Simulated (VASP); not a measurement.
Write the native input for VASP 6.6.1 that does the following.

```yaml
Task: single point
Functional: PBEsol
Potentials_or_basis: VASP PAW PBE potentials, release 64 (Ir_sv_GW)
Cutoff: 560 eV
k_mesh: 18 × 18 × 18
Occupations: gaussian, width 0.1 eV
Spin: no spin polarisation
Dipole_correction: no
Further_INCAR_settings: ALGO = Normal; EDIFF = 1e-06; NBANDS = 14
```

The structure of Ir lies in POSCAR:

```
Ir
1.0
    0.0000000000      1.9151145662      1.9151145662
    1.9151145662      0.0000000000      1.9151145662
    1.9151145662      1.9151145662      0.0000000000
Ir
1
Direct
    0.0000000000      0.0000000000      0.0000000000
```

One way to write it, as run:

INCAR

```
  PREC = Accurate
  ENCUT = 560
  EDIFF = 1E-6
  ISMEAR = 0
  SIGMA = 0.1
  LREAL = False
  LASPH = True
  NELM = 120
  ALGO = Normal
  ISIF = 2
  LWAVE = False
  LCHARG = False
  GGA = PS
  NBANDS = 14
  GGA_COMPAT = False
```

KPOINTS

```
Automatic mesh
0
Gamma
  18 18 18
```

Potentials or basis: VASP PAW PBE potentials, release 64 (Ir_sv_GW).

Launch:

```console
$ cat potpaw_PBE.64/Ir_sv_GW/POTCAR > POTCAR
$ mpirun -np 1 vasp_std > vasp.out
```

Results of the run:

```json
{
 "Pressure": "-1.9 GPa",
 "Band gap on the k mesh": "zero (an odd number of electrons rules out a gap without spin polarisation)"
}
```

Caveat: the PAW data sets were made with another functional, which shifts forces and pressure a little; spin-orbit coupling is left out, which moves the levels of the heavy elements.

It took 18 s on 1 thread of AMD EPYC 9R45 96-Core Processor (Zen 5) (shared host), peak memory 0.15 GiB.
